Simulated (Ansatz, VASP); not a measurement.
Two plane-wave programs on V

```
V
1.0
     2.61052    0.00000    0.00000
    -1.30526    2.26078    0.00000
     0.00000    0.00000    9.37747
V
4
Direct
  0.00000 0.00000 0.00000
  0.33333 0.66667 0.25000
  0.00000 0.00000 0.50000
  0.66667 0.33333 0.75000
```

Alike in both runs: task relaxation of cell and atoms; functional PBE; k mesh 18 × 18 × 5; occupations gaussian, width 0.1 eV; no spin polarisation.

```csv
,VASP,Ansatz
version,VASP 6.6.1,Ansatz 0.2.0
potentials or method,"VASP PAW PBE potentials, release 64 (V_sv), cutoff 600 eV","scalar-relativistic, plane waves, PAW"
valence electrons in the cell,52,52
```

```tsv
	VASP	Ansatz	Ansatz less VASP
gap on the k mesh at the Fermi level, each at its own relaxed structure (eV)	none	none	-
relaxed volume (Å³/atom)	13.86	13.85	-0.009
relaxed cell length with the largest relative difference (Å)	9.208	9.200	-0.0074
```

A gap of «none» marks a metal or a gap that the smearing closes.
